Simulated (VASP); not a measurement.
# As (R-3m) in VASP: a series of runs

As is run at these levels: r2SCAN; tasks: single point.

Everything below comes from runs of VASP 6.6.1. Logs are shortened: lines on timing, memory, paths and dates and some standing lists are left out, and cuts for length are marked.

### 1 The cell of the first run

Symmetry: R-3m, No. 166, trigonal system. Conventional cell: a = 3.762 Å, b = 3.762 Å, c = 10.542 Å, α = 90.00°, β = 90.00°, γ = 120.00°. Within 3.3 Å of As (site symmetry 3m) lie 6 As at 2.51 to 3.14 Å.

### 2 Single point, r2SCAN

POSCAR

```
As
1.0
    1.8807968987      1.0858785957      3.5140619945
   -1.8807968987      1.0858785957      3.5140619945
    0.0000000000     -2.1717571915      3.5140619945
As
2
Direct
    0.7740000000      0.7740000000      0.7740000000
    0.2260000000      0.2260000000      0.2260000000
```

INCAR.step1

```
SYSTEM = As
PREC = Accurate
ENCUT = 520
ISMEAR = 0
SIGMA = 0.1
LREAL = .FALSE.
LASPH = .TRUE.
NELM = 80
NBANDS = 12
GGA = PE
ALGO = Normal
EDIFF = 1E-4
LWAVE = .TRUE.
LCHARG = .FALSE.
```

INCAR.step2

```
SYSTEM = As
PREC = Accurate
ENCUT = 520
EDIFF = 1E-6
ISMEAR = 0
SIGMA = 0.1
LREAL = .FALSE.
LASPH = .TRUE.
NELM = 80
ALGO = Normal
ISIF = 2
LWAVE = .FALSE.
LCHARG = .FALSE.
METAGGA = R2SCAN
LMIXTAU = .TRUE.
NBANDS = 12
ISTART = 1
```

KPOINTS

```
Automatic mesh
0
G
  6 6 6
  0 0 0
```

Potentials or basis: VASP PAW PBE potentials, release 64 (As).

Command:

```sh
> cat potpaw_PBE.64/As/POTCAR > POTCAR
> cp INCAR.step1 INCAR
> mpirun -np 1 vasp_std > vasp.out
> cp INCAR.step2 INCAR
> mpirun -np 1 vasp_std > vasp.out
```

OUTCAR:

```text
SYSTEM = As
   PREC = Accurate
   ENCUT = 520
   EDIFF = 1E-6
   ISMEAR = 0
   LREAL = .FALSE.
   LASPH = .TRUE.
   NELM = 80
   ISIF = 2
   METAGGA = R2SCAN
   ISTART = 1

 ion  position               nearest neighbor table
   1  0.774  0.774  0.774-   2 2.51   2 2.51   2 2.51
   2  0.226  0.226  0.226-   1 2.51   1 2.51   1 2.51

  LATTYP: Found a trigonal (rhomboedric) cell.
 ALAT       =     4.1310000000
 COS(alpha) =     0.5854247172

  Lattice vectors:

 A1 = (   1.8807968987,   1.0858785957,   3.5140619945)
 A2 = (  -1.8807968987,   1.0858785957,   3.5140619945)
 A3 = (   0.0000000000,  -2.1717571915,   3.5140619945)

Analysis of symmetry for initial positions (statically):
=====================================================================
 Subroutine PRICEL returns:
 Original cell was already a primitive cell.

 Routine SETGRP: Setting up the symmetry group for a
 trigonal (rhombohedral) supercell.

 Subroutine GETGRP returns: Found 12 space group operations
 (whereof 12 operations were pure point group operations)
 out of a pool of 12 trial point group operations.

The static configuration has the point symmetry D_3d.

Analysis of symmetry for dynamics (positions and initial velocities):
=====================================================================
 Subroutine PRICEL returns:
 Original cell was already a primitive cell.

 Routine SETGRP: Setting up the symmetry group for a
 trigonal (rhombohedral) supercell.

 Subroutine GETGRP returns: Found 12 space group operations
 (whereof 12 operations were pure point group operations)
 out of a pool of 12 trial point group operations.

The dynamic configuration has the point symmetry D_3d.

 Subroutine INISYM returns: Found 12 space group operations
 (whereof 12 operations are pure point group operations),
 and found     1 'primitive' translations

----------------------------------------------------------------------------------------

                                     Primitive cell

  volume of cell :      43.0610

  direct lattice vectors                    reciprocal lattice vectors
     1.880796899  1.085878596  3.514061995     0.265844760  0.153485544  0.094856987
    -1.880796899  1.085878596  3.514061995    -0.265844760  0.153485544  0.094856987
     0.000000000 -2.171757191  3.514061995     0.000000000 -0.306971087  0.094856987

  length of vectors
     4.131000000  4.131000000  4.131000000     0.321292852  0.321292852  0.321292852

  position of ions in fractional coordinates (direct lattice)
     0.774000000  0.774000000  0.774000000
     0.226000000  0.226000000  0.226000000

  ion indices of the primitive-cell ions
   primitive index   ion index
                 1           1
                 2           2

----------------------------------------------------------------------------------------

 KPOINTS: Automatic mesh

Automatic generation of k-mesh.
 Grid dimensions read from file:
 generate k-points for:    6    6    6

 Generating k-lattice:

  Cartesian coordinates                     Fractional coordinates (reciprocal lattice)
     0.044307460  0.025580924  0.015809498     0.166666667  0.000000000  0.000000000
    -0.044307460  0.025580924  0.015809498     0.000000000  0.166666667  0.000000000
     0.000000000 -0.051161848  0.015809498     0.000000000  0.000000000  0.166666667

  Length of vectors
     0.053548809  0.053548809  0.053548809

  Shift w.r.t. Gamma in fractional coordinates (k-lattice)
     0.000000000  0.000000000  0.000000000

 Subroutine IBZKPT returns following result:
 ===========================================

 Found     32 irreducible k-points:

 Following reciprocal coordinates:
            Coordinates               Weight
  0.000000  0.000000  0.000000      1.000000
  0.166667 -0.000000 -0.000000      6.000000
  0.333333 -0.000000 -0.000000      6.000000
  0.500000  0.000000  0.000000      3.000000
  0.166667  0.166667 -0.000000      6.000000
  0.333333  0.166667  0.000000     12.000000
[... 16 lines left out ...]
  0.500000  0.500000  0.166667      6.000000
 -0.333333  0.500000  0.166667     12.000000
 [... further k-points ...]
   k-points           NKPTS =     32   k-points in BZ     NKDIM =     32   number of bands    NBANDS=     12
   number of dos      NEDOS =    301   number of ions     NIONS =      2
   total plane-waves  NPLWV =  32768
   dimension x,y,z NGX =    32 NGY =   32 NGZ =   32
   dimension x,y,z NGXF=    64 NGYF=   64 NGZF=   64
   ions per type =               2
   NGX,Y,Z   is equivalent  to a cutoff of  12.88, 12.88, 12.88 a.u.
   NGXF,Y,Z  is equivalent  to a cutoff of  25.76, 25.76, 25.76 a.u.
 SYSTEM =  As
   PREC   = accura    normal or accurate (medium, high low for compatibility)
   ISTART =      1    job   : 0-new  1-cont  2-samecut
   ICHARG =      0    charge: 1-file 2-atom 10-const
   ISPIN  =      1    spin polarized calculation?
   LNONCOLLINEAR =      F non collinear calculations
   LSORBIT =      F    spin-orbit coupling
   LASPH  =      T    aspherical Exc in radial PAW
   ENCUT  =  520.0 eV  38.22 Ry    6.18 a.u.   7.68  7.68  7.68*2*pi/ulx,y,z
   NELM   =     80;   NELMIN=  2; NELMDL=  0     # of ELM steps
   EDIFF  = 0.1E-05   stopping-criterion for ELM
   LREAL  =      F    real-space projection
   EDIFFG = 0.1E-04   stopping-criterion for IOM
   NSW    =      0    number of steps for IOM
   IBRION =     -1    ionic relax: 0-MD 1-quasi-New 2-CG
   NFREE  =      0    steps in history (QN), initial steepest desc. (CG)
   ISIF   =      2    stress and relaxation
   ISYM   =      2    0-nonsym 1-usesym 2-fastsym
   POTIM  = 0.5000    time-step for ionic-motion
   TEBEG  =    0.0;   TEEND  =   0.0 temperature during run
   PSTRESS=    0.0 pullay stress
   NELECT =      10.0000    total number of electrons
   NUPDOWN=      -1.0000    fix difference up-down
   EMIN   =  10.00;   EMAX   =-10.00  energy-range for DOS
   EFERMI =   0.00;   METHOD = LEGACY
   ISMEAR =     0;   SIGMA  =   0.10  broadening in eV -4-tet -1-fermi 0-gaus
   EFERMI_NEDOS =   21; number of points for ismear=-14 and -15
   IALGO  =     38    algorithm
   IMIX   =      4    mixing-type and parameters
     AMIX     =   0.40;   BMIX     =  1.00
     AMIX_MAG =   1.60;   BMIX_MAG =  1.00
  volume/ion in A,a.u.               =      21.53       145.29
  Fermi-wavevector in a.u.,A,eV,Ry     =   1.006268  1.901570 13.776916  1.012575
  Thomas-Fermi vector in A             =   2.138999
   LORBIT       =      0    0 simple, 1 ext, 2 COOP (PROOUT), +10 PAW based schemes
   METAGGA = R2SCAN    functional components
   LHFCALC =     F    Hartree Fock is set to
   AEXX    =    0.0000 exact exchange contribution
   IVDW    =     0    specifies the selected vdW correction
   LEPSILON=     F    determine dielectric tensor
   LRPA    =     F    only Hartree local field effects (RPA)
 non-spin polarized calculation
 Gauss-broadening in eV      SIGMA  =   0.10
  energy-cutoff  :      520.00
  volume of cell :       43.06
 maximum number of plane-waves:      1170
   NGX = 15   NGY = 15   NGZ = 15

 number of electron      10.0000000 magnetization

 Free energy of the ion-electron system (eV)
  ---------------------------------------------------
  ext. energy  EPLUGINS =         0.00000000
  ---------------------------------------------------
  free energy    TOTEN  =       -29.41196255 eV

  energy without entropy =      -29.41038317  energy(sigma->0) =      -29.41117286

 E-fermi :   5.3951     XC(G=0): -10.4041

 val. band max:        5.3949618413   @ k =   0.3333   0.1667   0.1667
 cond. band min:       5.8834141043   @ k =   0.5000   0.0000   0.0000
 fundamental gap:      0.4884522629
 Fermi energy:         5.3951350471

 k-point     1 :       0.0000    0.0000    0.0000
  band No.  band energies     occupation
      1     -10.4371      2.00000
      2      -0.5790      2.00000
      3       2.6750      2.00000
      4       3.0860      2.00000
      5       3.0860      2.00000
      6       7.0573      0.00000
      7       8.3488      0.00000
      8       8.3488      0.00000
      9      12.6560      0.00000
     10      12.6560      0.00000
     11      13.2701      0.00000
     12      14.5885      0.00000

 k-point     2 :       0.1667   -0.0000   -0.0000
  band No.  band energies     occupation
      1     -10.0483      2.00000
      2      -1.8870      2.00000
      3       2.5217      2.00000
      4       2.8217      2.00000
      5       3.3483      2.00000
      6       7.2294      0.00000
      7       7.9556      0.00000
      8       8.0428      0.00000
      9      11.4440      0.00000
     10      12.3101      0.00000
     11      12.6835      0.00000
     12      16.7306      0.00000

 k-point     3 :       0.3333   -0.0000   -0.0000
  band No.  band energies     occupation
      1      -8.9161      2.00000
      2      -4.3818      2.00000
      3       2.2892      2.00000
      4       2.3966      2.00000
      5       4.1820      2.00000
      6       6.0535      0.00000
      7       6.7425      0.00000
      8       7.2229      0.00000
      9      12.6351      0.00000
     10      13.7325      0.00000
     11      14.7871      0.00000
     12      18.3357      0.00000
[... 286 lines left out ...]
 k-point    23 :       0.5000    0.5000    0.1667
  band No.  band energies     occupation
      1      -8.1317      2.00000
      2      -4.4451      2.00000
      3      -0.9855      2.00000
      4       1.3031      2.00000
      5       2.1600      2.00000
      6       7.6818      0.00000
      7       9.9156      0.00000
      8      11.8139      0.00000
      9      12.2278      0.00000
     10      16.8550      0.00000
     11      17.2997      0.00000
     12      17.6669      0.00000

 k-point    24 :      -0.3333    0.5000    0.1667
  band No.  band energies     occupation
      1      -7.3093      2.00000
      2      -5.3149      2.00000
      3      -0.9925      2.00000
      4      -0.0006      2.00000
      5       3.0027      2.00000
      6       7.7592      0.00000
      7       9.4670      0.00000
      8      12.1454      0.00000
      9      12.4519      0.00000
     10      14.4932      0.00000
     11      17.7811      0.00000
     12      18.8988      0.00000

 [... further k-points ...]

------------------------ aborting loop because EDIFF is reached ----------------------------------------

  FORCE on cell =-STRESS in cart. coord.  units (eV):
  Direction    XX          YY          ZZ          XY          YZ          ZX
  --------------------------------------------------------------------------------------
  -------------------------------------------------------------------------------------
  Total        0.5244100      0.5244100      0.4597267      0.0000000     -0.0000000     -0.0000000
  in kB       19.5118175     19.5118175     17.1051350      0.0000000     -0.0000000     -0.0000000
  external PRESSURE =      18.7095900 kB  Pullay stress =       0.0000000 kB

 VOLUME and BASIS-vectors are now :
 -----------------------------------------------------------------------------
  energy-cutoff  :      520.00
  volume of cell :       43.06
      direct lattice vectors                 reciprocal lattice vectors
     1.880796899  1.085878596  3.514061995     0.265844760  0.153485544  0.094856987
    -1.880796899  1.085878596  3.514061995    -0.265844760  0.153485544  0.094856987
     0.000000000 -2.171757191  3.514061995     0.000000000 -0.306971087  0.094856987

 POSITION                                       TOTAL-FORCE (eV/Angst)
 -----------------------------------------------------------------------------------
      0.00000     -0.00000      8.15965         0.000000      0.000000     -0.088156
      0.00000     -0.00000      2.38253         0.000000     -0.000000      0.088156
 -----------------------------------------------------------------------------------
    total drift:                               -0.000000     -0.000000      0.000000

  FREE ENERGIE OF THE ION-ELECTRON SYSTEM (eV)
  ---------------------------------------------------
  free  energy   TOTEN  =       -29.4119625490 eV

  energy  without entropy=      -29.4103831651  energy(sigma->0) =      -29.41117286
```

Wall time 25 s (1 thread of Intel Xeon 6975P-C (Granite Rapids), shared host); peak memory 0.18 GiB.

Results:

| Property | Result |
| --- | --- |
| Free energy | -29.4120 eV |
| Pressure | 1.9 GPa |
| Largest force | 0.088 eV/Å |
| Band gap on the k mesh | zero (band 5 reaches 5.39 eV, above the bottom of band 6 at 5.19 eV) |

Forces on the atoms (eV/Å):
```
As   0.000  0.000 -0.088
As   0.000  0.000  0.088
```

Stress tensor (GPa, compression positive):
```
1.95 0.00 0.00
0.00 1.95 0.00
0.00 0.00 1.71
```

Caveat: the PAW data sets were made with another functional, which shifts forces and pressure a little.

### 3 Single point, r2SCAN (volume scaled by 0.94, then relaxed in part)

POSCAR

```
As
1.0
    1.7962881066      1.0370874219      4.7649242957
   -1.7962881066      1.0370874219      4.7649242957
    0.0000000000     -2.0741748437      4.7649242957
As
2
Direct
    0.7857675534      0.7857675534      0.7857675534
    0.2142324466      0.2142324466      0.2142324466
```

INCAR.step1

```
SYSTEM = As
ALGO = Normal ; EDIFF = 1E-4
ENCUT = 520 ; GGA = PE
ISMEAR = 0 ; LASPH = .TRUE.
LCHARG = .FALSE. ; LREAL = .FALSE.
LWAVE = .TRUE. ; NBANDS = 12
NELM = 80 ; PREC = Accurate
SIGMA = 0.02
```

INCAR.step2

```
SYSTEM = As
ALGO = Normal ; EDIFF = 1E-6
ENCUT = 520 ; ISIF = 2
ISMEAR = 0 ; ISTART = 1
LASPH = .TRUE. ; LCHARG = .FALSE.
LMIXTAU = .TRUE. ; LREAL = .FALSE.
LWAVE = .FALSE. ; METAGGA = R2SCAN
NBANDS = 12 ; NELM = 80
PREC = Accurate ; SIGMA = 0.02
```

KPOINTS

```
k-points
0
G
  9 9 9
  0 0 0
```

Potentials or basis: VASP PAW PBE potentials, release 64 (As).

Command:

```sh
> cat potpaw_PBE.64/As/POTCAR > POTCAR
> cp INCAR.step1 INCAR
> mpirun -np 1 vasp_std > vasp.out
> cp INCAR.step2 INCAR
> mpirun -np 1 vasp_std > vasp.out
```

It took 2.6 min on 1 thread of Intel Xeon 6975P-C (Granite Rapids), shared host; peak memory 0.27 GiB.

It converged, with:

* Free energy: -29.4121 eV
* Pressure: 0.7 GPa
* Largest force: 0.063 eV/Å
* Band gap on the k mesh: 0.20 eV, indirect (least direct gap 0.97 eV)

Forces in eV/Å, atoms in the order of the input:
```
As   0.000  0.000 -0.063
As   0.000  0.000  0.063
```

Stress tensor (GPa, compression positive):
```
0.66 0.00 0.00
0.00 0.66 0.00
0.00 0.00 0.77
```

Levels at points of the mesh, in eV from the valence-band top:
```tsv
k point	band 1	band 2	band 3	band 4	band 5	band 6	band 7	band 8	band 9	band 10
(0.00, 0.00, 0.00)	-15.48	-7.93	-2.87	-1.35	-1.35	1.64	2.66	2.66	8.70	9.11
```

Caveat: the cell differs from its parent crystal (volume scaled by 0.94, then relaxed in part); the PAW data sets were made with another functional, which shifts forces and pressure a little. A k mesh can miss the band edges.

### 4 Single point, r2SCAN (volume scaled by 0.97, then relaxed in part)

POSCAR

```
As
1.0
    1.7948117217      1.0362350307      4.9250889673
   -1.7948117217      1.0362350307      4.9250889673
    0.0000000000     -2.0724700614      4.9250889673
As
2
Direct
    0.7872072560      0.7872072560      0.7872072560
    0.2127927440      0.2127927440      0.2127927440
```

INCAR.step1

```
PREC = Accurate
ENCUT = 520
ISMEAR = 0
SIGMA = 0.02
LREAL = False
LASPH = True
NELM = 60
NBANDS = 12
GGA = PE
ALGO = Normal
EDIFF = 1E-4
LWAVE = True
LCHARG = False
```

INCAR.step2

```
PREC = Accurate
ENCUT = 520
EDIFF = 1E-7
ISMEAR = 0
SIGMA = 0.02
LREAL = False
LASPH = True
NELM = 60
ALGO = Normal
ISIF = 2
LWAVE = False
LCHARG = True
METAGGA = R2SCAN
LMIXTAU = True
LELF = True
LVHAR = True
NBANDS = 12
ISTART = 1
```

KPOINTS

```
regular mesh
0
Gamma
  9 9 9
```

Command:

```sh
> cat potpaw_PBE.64/As/POTCAR > POTCAR
> cp INCAR.step1 INCAR
> mpirun -np 1 vasp_std > vasp.out
> cp INCAR.step2 INCAR
> mpirun -np 1 vasp_std > vasp.out
```

It took 2.4 min on 1 thread of Intel Xeon 6975P-C (Granite Rapids), shared host; peak memory 0.27 GiB.

The run converged. Its results:

```
Free energy            : -29.4162 eV
Pressure               : 0.4 GPa
Largest force          : 0.063 eV/Å
Band gap on the k mesh : 0.43 eV, indirect (least direct gap 1.19 eV)
```

Forces on the atoms (eV/Å):
```
As   0.000  0.000 -0.063
As   0.000  0.000  0.063
```

Stress tensor (GPa, compression positive):
```
0.35 0.00 0.00
0.00 0.35 0.00
0.00 0.00 0.48
```

Levels at points of the mesh, in eV from the valence-band top:
| k point | band 3 | band 4 | band 5 | band 6 | band 7 | band 8 |
| --- | --- | --- | --- | --- | --- | --- |
| (0.00, 0.00, 0.00) | -2.55 | -1.12 | -1.12 | 1.82 | 2.85 | 2.85 |

Caveat: the cell differs from its parent crystal (volume scaled by 0.97, then relaxed in part); the PAW data sets were made with another functional, which shifts forces and pressure a little.

### 5 Single point, r2SCAN

This run uses another cell than the first one, of 28.33 Å³/atom, 1.316 times its volume.

POSCAR

```
As
1.0
    1.7942939793      1.0359361119      5.0803418975
   -1.7942939793      1.0359361119      5.0803418975
    0.0000000000     -2.0718722239      5.0803418975
As
2
Direct
    0.7885552421      0.7885552421      0.7885552421
    0.2114447579      0.2114447579      0.2114447579
```

INCAR.step1

```
SYSTEM = As
PREC = Accurate ; ENCUT = 520
ISMEAR = 0 ; SIGMA = 0.02
LREAL = .FALSE. ; LASPH = .TRUE.
NELM = 60 ; NBANDS = 12
GGA = PE ; ALGO = Normal
EDIFF = 1E-4 ; LWAVE = .TRUE.
LCHARG = .FALSE.
```

INCAR.step2

```
SYSTEM = As
PREC = Accurate ; ENCUT = 520
EDIFF = 1E-7 ; ISMEAR = 0
SIGMA = 0.02 ; LREAL = .FALSE.
LASPH = .TRUE. ; NELM = 60
ALGO = Normal ; ISIF = 2
LWAVE = .FALSE. ; LCHARG = .FALSE.
METAGGA = R2SCAN ; LMIXTAU = .TRUE.
NBANDS = 12 ; ISTART = 1
```

KPOINTS

```
regular mesh
0
G
  9 9 9
  0 0 0
```

Command:

```sh
> cat potpaw_PBE.64/As/POTCAR > POTCAR
> cp INCAR.step1 INCAR
> mpirun -np 1 vasp_std > vasp.out
> cp INCAR.step2 INCAR
> mpirun -np 1 vasp_std > vasp.out
```

Wall time 3.4 min (1 thread of Intel Xeon 6975P-C (Granite Rapids), shared host); peak memory 0.29 GiB.

Results (log left out):

```
Free energy            : -29.4176 eV
Pressure               : 0.2 GPa
Largest force          : 0.062 eV/Å
Band gap on the k mesh : 0.65 eV, indirect (least direct gap 1.39 eV)
```

Forces on the atoms (eV/Å):
```
As   0.000  0.000 -0.062
As   0.000  0.000  0.062
```

Stress tensor (GPa, compression positive):
```
0.10 0.00 0.00
0.00 0.10 0.00
0.00 0.00 0.24
```

Levels at points of the mesh, in eV from the valence-band top:
| k point | band 3 | band 4 | band 5 | band 6 | band 7 | band 8 |
| --- | --- | --- | --- | --- | --- | --- |
| (0.00, 0.00, 0.00) | -2.26 | -0.92 | -0.92 | 1.97 | 3.02 | 3.02 |

Caveat: the PAW data sets were made with another functional, which shifts forces and pressure a little. A k mesh can miss the band edges.

### 6 Summary

```csv
cell,k mesh,smearing,gap on the mesh (eV),pressure (GPa),largest force (eV/Å)
"a = 4.131 Å, angles 54.2°, 2 atoms",6 × 6 × 6,gaussian 0.1 eV,none,1.9,0.09
"a = 5.197 Å, angles 40.4°, 2 atoms",9 × 9 × 9,gaussian 0.02 eV,0.20,0.7,0.06
"a = 5.343 Å, angles 39.3°, 2 atoms",9 × 9 × 9,gaussian 0.02 eV,0.43,0.4,0.06
"a = 5.487 Å, angles 38.2°, 2 atoms",9 × 9 × 9,gaussian 0.02 eV,0.65,0.2,0.06
```

Alike in all rows: task single point; level r2SCAN; potentials or basis VASP PAW PBE potentials, release 64 (As); no spin polarisation; cutoff (eV) 520.

Caveats: the PAW data sets were made with another functional, which shifts forces and pressure a little.

Absolute energies hang on the potentials; compare differences alone.
